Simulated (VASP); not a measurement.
# GaP (F-43m) in VASP: further runs

GaP is run at these levels: PBE, RPBE, revPBE, PBEsol; tasks: single point, relaxation of cell and atoms.

All numbers are computed with VASP 6.6.1; they aren't measurements. Logs are shortened: lines on timing, memory, paths and dates and some standing lists are left out, and cuts for length are marked.

**What was measured.**

“Stacking defects in GaP nanowires: Electronic structure and optical properties”, 2018, arxiv:1810.01194 quotes, for a bulk crystal of GaP at 10 K: band gap 2.34 eV (indirect).

The results are compared with them further down.

## Step 1: The cell of the first run

The structure is cubic, space group F-43m (No. 216). The conventional cell has a = 5.505 Å, b = 5.505 Å, c = 5.505 Å, α = 90.00°, β = 90.00°, γ = 90.00°. Ga (site symmetry -43m) has 4 P at 2.38 Å within 3.1 Å. Within 3.1 Å of P (site symmetry -43m) lie 4 Ga at 2.38 Å.

## Step 2: Single point, PBE

INCAR

```
PREC     = Accurate       # precision mode
ENCUT    = 520            # plane-wave cutoff, eV
EDIFF    = 1E-6           # SCF threshold, eV
ISMEAR   = -1             # smearing method
SIGMA    = 0.05           # smearing width, eV
LREAL    = False          # projectors in reciprocal space
LASPH    = True           # aspherical terms in the spheres
NELM     = 60             # most SCF steps
ALGO     = Normal         # electronic algorithm
ISIF     = 2              # what is computed and relaxed
LWAVE    = False          # write WAVECAR
LCHARG   = True           # write CHGCAR
GGA      = PE             # functional
LELF     = True           # ELF
LVHAR    = True         
NBANDS   = 16             # bands
```

KPOINTS

```
regular mesh
0
Gamma
  8 8 8
```

POSCAR

```
GaP
1.0
    0.0000000000      2.7523923472      2.7523923472
    2.7523923472      0.0000000000      2.7523923472
    2.7523923472      2.7523923472      0.0000000000
Ga P
1 1
Direct
    0.0000000000      0.0000000000      0.0000000000
    0.7500000000      0.7500000000      0.7500000000
```

Potentials or basis: VASP PAW PBE potentials, release 64 (Ga_d, P).

On the command line:

```bash
> cat potpaw_PBE.64/Ga_d/POTCAR potpaw_PBE.64/P/POTCAR > POTCAR
> mpirun -np 1 vasp_std > vasp.out
```

OUTCAR:

```text
PREC = Accurate
   ENCUT = 520
   EDIFF = 1E-6
   ISMEAR = -1
   LREAL = False
   LASPH = True
   NELM = 60
   ISIF = 2
   GGA = PE

 ion  position               nearest neighbor table
   1  0.000  0.000  0.000-   2 2.38   2 2.38   2 2.38   2 2.38
   2  0.750  0.750  0.750-   1 2.38   1 2.38   1 2.38   1 2.38

  LATTYP: Found a face centered cubic cell.
 ALAT       =     5.5047846944

  Lattice vectors:

 A1 = (   0.0000000000,   2.7523923472,   2.7523923472)
 A2 = (   2.7523923472,   0.0000000000,   2.7523923472)
 A3 = (   2.7523923472,   2.7523923472,   0.0000000000)

Analysis of symmetry for initial positions (statically):
=====================================================================
 Subroutine PRICEL returns:
 Original cell was already a primitive cell.

 Routine SETGRP: Setting up the symmetry group for a
 face centered cubic supercell.

 Subroutine GETGRP returns: Found 24 space group operations
 (whereof 24 operations were pure point group operations)
 out of a pool of 48 trial point group operations.

The static configuration has the point symmetry T_d .

Analysis of symmetry for dynamics (positions and initial velocities):
=====================================================================
 Subroutine PRICEL returns:
 Original cell was already a primitive cell.

 Routine SETGRP: Setting up the symmetry group for a
 face centered cubic supercell.

 Subroutine GETGRP returns: Found 24 space group operations
 (whereof 24 operations were pure point group operations)
 out of a pool of 48 trial point group operations.

The dynamic configuration has the point symmetry T_d .

 Subroutine INISYM returns: Found 24 space group operations
 (whereof 24 operations are pure point group operations),
 and found     1 'primitive' translations

----------------------------------------------------------------------------------------

                                     Primitive cell

  volume of cell :      41.7024

  direct lattice vectors                    reciprocal lattice vectors
     0.000000000  2.752392347  2.752392347    -0.181660148  0.181660148  0.181660148
     2.752392347  0.000000000  2.752392347     0.181660148 -0.181660148  0.181660148
     2.752392347  2.752392347  0.000000000     0.181660148  0.181660148 -0.181660148

  length of vectors
     3.892470586  3.892470586  3.892470586     0.314644605  0.314644605  0.314644605

  position of ions in fractional coordinates (direct lattice)
     0.000000000  0.000000000  0.000000000
     0.750000000  0.750000000  0.750000000

  ion indices of the primitive-cell ions
   primitive index   ion index
                 1           1
                 2           2

----------------------------------------------------------------------------------------

 KPOINTS: regular mesh

Automatic generation of k-mesh.
 Grid dimensions read from file:
 generate k-points for:    8    8    8

 Generating k-lattice:

  Cartesian coordinates                     Fractional coordinates (reciprocal lattice)
    -0.022707518  0.022707518  0.022707518     0.125000000  0.000000000  0.000000000
     0.022707518 -0.022707518  0.022707518     0.000000000  0.125000000  0.000000000
     0.022707518  0.022707518 -0.022707518     0.000000000  0.000000000  0.125000000

  Length of vectors
     0.039330576  0.039330576  0.039330576

  Shift w.r.t. Gamma in fractional coordinates (k-lattice)
     0.000000000  0.000000000  0.000000000

 Subroutine IBZKPT returns following result:
 ===========================================

 Found     29 irreducible k-points:

 Following reciprocal coordinates:
            Coordinates               Weight
  0.000000  0.000000  0.000000      1.000000
  0.125000  0.000000  0.000000      8.000000
  0.250000  0.000000  0.000000      8.000000
  0.375000  0.000000  0.000000      8.000000
  0.500000  0.000000  0.000000      4.000000
  0.125000  0.125000  0.000000      6.000000
[... 16 lines left out ...]
  0.500000  0.250000  0.125000     48.000000
 -0.375000  0.250000  0.125000     24.000000
 [... further k-points ...]
   k-points           NKPTS =     29   k-points in BZ     NKDIM =     29   number of bands    NBANDS=     16
   number of dos      NEDOS =    301   number of ions     NIONS =      2
   total plane-waves  NPLWV =  27000
   dimension x,y,z NGX =    30 NGY =   30 NGZ =   30
   dimension x,y,z NGXF=    60 NGYF=   60 NGZF=   60
   ions per type =               1   1
   NGX,Y,Z   is equivalent  to a cutoff of  12.81, 12.81, 12.81 a.u.
   NGXF,Y,Z  is equivalent  to a cutoff of  25.63, 25.63, 25.63 a.u.
 SYSTEM =  unknown system
   PREC   = accura    normal or accurate (medium, high low for compatibility)
   ISTART =      0    job   : 0-new  1-cont  2-samecut
   ICHARG =      2    charge: 1-file 2-atom 10-const
   ISPIN  =      1    spin polarized calculation?
   LNONCOLLINEAR =      F non collinear calculations
   LSORBIT =      F    spin-orbit coupling
   LASPH  =      T    aspherical Exc in radial PAW
   ENCUT  =  520.0 eV  38.22 Ry    6.18 a.u.   7.24  7.24  7.24*2*pi/ulx,y,z
   NELM   =     60;   NELMIN=  2; NELMDL= -5     # of ELM steps
   EDIFF  = 0.1E-05   stopping-criterion for ELM
   LREAL  =      F    real-space projection
   EDIFFG = 0.1E-04   stopping-criterion for IOM
   NSW    =      0    number of steps for IOM
   IBRION =     -1    ionic relax: 0-MD 1-quasi-New 2-CG
   NFREE  =      0    steps in history (QN), initial steepest desc. (CG)
   ISIF   =      2    stress and relaxation
   ISYM   =      2    0-nonsym 1-usesym 2-fastsym
   POTIM  = 0.5000    time-step for ionic-motion
   TEBEG  =    0.0;   TEEND  =   0.0 temperature during run
   PSTRESS=    0.0 pullay stress
   NELECT =      18.0000    total number of electrons
   NUPDOWN=      -1.0000    fix difference up-down
   EMIN   =  10.00;   EMAX   =-10.00  energy-range for DOS
   EFERMI =   0.00;   METHOD = LEGACY
   ISMEAR =    -1;   SIGMA  =   0.05  broadening in eV -4-tet -1-fermi 0-gaus
   EFERMI_NEDOS =   21; number of points for ismear=-14 and -15
   IALGO  =     38    algorithm
   IMIX   =      4    mixing-type and parameters
     AMIX     =   0.40;   BMIX     =  1.00
     AMIX_MAG =   1.60;   BMIX_MAG =  1.00
  volume/ion in A,a.u.               =      20.85       140.71
  Fermi-wavevector in a.u.,A,eV,Ry     =   1.237215  2.337998 20.826465  1.530702
  Thomas-Fermi vector in A             =   2.371792
   LORBIT       =      0    0 simple, 1 ext, 2 COOP (PROOUT), +10 PAW based schemes
   GGA     = PE    functional components
   LHFCALC =     F    Hartree Fock is set to
   AEXX    =    0.0000 exact exchange contribution
   IVDW    =     0    specifies the selected vdW correction
   LEPSILON=     F    determine dielectric tensor
   LRPA    =     F    only Hartree local field effects (RPA)
 non-spin polarized calculation
  energy-cutoff  :      520.00
  volume of cell :       41.70
 maximum number of plane-waves:      1158
 NGX is ok and might be reduce to    30
   NGX = 15   NGY = 15   NGZ = 15

 number of electron      18.0000003 magnetization

 Free energy of the ion-electron system (eV)
  ---------------------------------------------------
  ext. energy  EPLUGINS =         0.00000000
  ---------------------------------------------------
  free energy    TOTEN  =        -9.12557957 eV

  energy without entropy =       -9.12557956  energy(sigma->0) =       -9.12557956

 E-fermi :   5.1274     XC(G=0):  -9.6982

 val. band max:        4.3535482562   @ k =   0.0000   0.0000   0.0000
 cond. band min:       5.9348492402   @ k =   0.0000   0.0000   0.0000
 fundamental gap:      1.5813009840
 Fermi energy:         5.1274373686

 k-point     1 :       0.0000    0.0000    0.0000
  band No.  band energies     occupation
      1     -10.1503      2.00000
      2     -10.1503      2.00000
      3     -10.1503      2.00000
      4     -10.0594      2.00000
      5     -10.0594      2.00000
      6      -7.9185      2.00000
[... 8 lines left out ...]
     15      14.0994      0.00000
     16      14.0994      0.00000

 k-point     2 :       0.1250    0.0000    0.0000
  band No.  band energies     occupation
      1     -10.1621      2.00000
      2     -10.1461      2.00000
      3     -10.1461      2.00000
      4     -10.0594      2.00000
      5     -10.0594      2.00000
      6      -7.7241      2.00000
[... 8 lines left out ...]
     15      13.4934      0.00000
     16      13.9147      0.00000

 k-point     3 :       0.2500    0.0000    0.0000
  band No.  band energies     occupation
      1     -10.1886      2.00000
      2     -10.1370      2.00000
      3     -10.1370      2.00000
      4     -10.0582      2.00000
      5     -10.0582      2.00000
      6      -7.1733      2.00000
[... 8 lines left out ...]
     15      13.3094      0.00000
     16      14.2007      0.00000

 k-point     4 :       0.3750    0.0000    0.0000
  band No.  band energies     occupation
      1     -10.2129      2.00000
      2     -10.1300      2.00000
      3     -10.1300      2.00000
      4     -10.0549      2.00000
      5     -10.0549      2.00000
      6      -6.4098      2.00000
[... 8 lines left out ...]
     15      14.4656      0.00000
     16      14.4656      0.00000
[... 324 lines left out ...]
 k-point    22 :       0.3750    0.2500    0.1250
  band No.  band energies     occupation
      1     -10.2099      2.00000
      2     -10.1261      2.00000
      3     -10.1226      2.00000
      4     -10.0689      2.00000
      5     -10.0512      2.00000
      6      -6.7042      2.00000
[... 8 lines left out ...]
     15      15.3577      0.00000
     16      16.5855      0.00000

 k-point    23 :       0.5000    0.2500    0.1250
  band No.  band energies     occupation
      1     -10.2238      2.00000
      2     -10.1227      2.00000
      3     -10.1143      2.00000
      4     -10.0670      2.00000
      5     -10.0513      2.00000
      6      -5.9864      2.00000
[... 8 lines left out ...]
     15      15.7359      0.00000
     16      17.0532      0.00000

 k-point    24 :      -0.3750    0.2500    0.1250
  band No.  band energies     occupation
      1     -10.2290      2.00000
      2     -10.1222      2.00000
      3     -10.1114      2.00000
      4     -10.0638      2.00000
      5     -10.0528      2.00000
      6      -5.5597      2.00000
[... 8 lines left out ...]
     15      16.2492      0.00000
     16      16.6915      0.00000

 [... further k-points ...]

------------------------ aborting loop because EDIFF is reached ----------------------------------------

  FORCE on cell =-STRESS in cart. coord.  units (eV):
  Direction    XX          YY          ZZ          XY          YZ          ZX
  --------------------------------------------------------------------------------------
  -------------------------------------------------------------------------------------
  Total       -0.0033937     -0.0033937     -0.0033937      0.0000000      0.0000000      0.0000000
  in kB       -0.1303832     -0.1303832     -0.1303832      0.0000000      0.0000000      0.0000000
  external PRESSURE =      -0.1303832 kB  Pullay stress =       0.0000000 kB

 VOLUME and BASIS-vectors are now :
 -----------------------------------------------------------------------------
  energy-cutoff  :      520.00
  volume of cell :       41.70
      direct lattice vectors                 reciprocal lattice vectors
     0.000000000  2.752392347  2.752392347    -0.181660148  0.181660148  0.181660148
     2.752392347  0.000000000  2.752392347     0.181660148 -0.181660148  0.181660148
     2.752392347  2.752392347  0.000000000     0.181660148  0.181660148 -0.181660148

 POSITION                                       TOTAL-FORCE (eV/Angst)
 -----------------------------------------------------------------------------------
      0.00000      0.00000      0.00000        -0.000000      0.000000     -0.000000
      4.12859      4.12859      4.12859         0.000000     -0.000000      0.000000
 -----------------------------------------------------------------------------------
    total drift:                               -0.000002     -0.000002     -0.000002

  FREE ENERGIE OF THE ION-ELECTRON SYSTEM (eV)
  ---------------------------------------------------
  free  energy   TOTEN  =        -9.1255795651 eV

  energy  without entropy=       -9.1255795609  energy(sigma->0) =       -9.12557956
```

Wall time 43 s (1 thread of Intel Xeon 8259CL, shared host); peak memory 0.17 GiB.

Results:

| Item | Value |
| --- | --- |
| Free energy | -9.1256 eV |
| Pressure | 0.0 GPa |
| Band gap on the k mesh | 1.58 eV |

## Step 3: Single point, RPBE

This run uses another cell than the first one, of 21.42 Å³/atom.

INCAR

```
SYSTEM = GaP
PREC = Accurate
ENCUT = 520
EDIFF = 1E-7
ISMEAR = -1
SIGMA = 0.05
LREAL = .False.
LASPH = .True.
NELM = 100
ALGO = Normal
ISIF = 2
LWAVE = .False.
LCHARG = .False.
GGA = RP
NBANDS = 16
```

KPOINTS

```
regular mesh
0
Gamma
  8 8 8
  0 0 0
```

POSCAR

```
GaP
1.0
    0.0000000000      2.7771496260      2.7771496260
    2.7771496260      0.0000000000      2.7771496260
    2.7771496260      2.7771496260      0.0000000000
Ga P
1 1
Direct
    0.0000000000      0.0000000000      0.0000000000
    0.7500000000      0.7500000000      0.7500000000
```

Potentials or basis: VASP PAW PBE potentials, release 64 (Ga_d, P).

On the command line:

```bash
> cat potpaw_PBE.64/Ga_d/POTCAR potpaw_PBE.64/P/POTCAR > POTCAR
> mpirun -np 1 vasp_std > vasp.out
```

Wall time 47 s (1 thread of Intel Xeon 8259CL, shared host); peak memory 0.17 GiB.

Results (log left out):

```
Free energy            : -8.4606 eV
Pressure               : 0.0 GPa
Band gap on the k mesh : 1.49 eV
```

Levels at points of the mesh, in eV from the valence-band top:
| k point | band 6 | band 7 | band 8 | band 9 | band 10 | band 11 | band 12 | band 13 |
| --- | --- | --- | --- | --- | --- | --- | --- | --- |
| (0.00, 0.00, 0.00) | -12.05 | 0.00 | 0.00 | 0.00 | 1.49 | 3.93 | 3.93 | 3.93 |
| (0.50, 0.00, 0.00) | -10.17 | -6.27 | -1.03 | -1.03 | 1.60 | 4.76 | 4.76 | 8.34 |
| (0.50, 0.50, 0.00) | -9.36 | -6.45 | -2.48 | -2.48 | 1.88 | 1.95 | 10.22 | 10.22 |

Caveat: the PAW data sets were made with another functional, which shifts forces and pressure a little.

(Part 1 of 2 ends here.)
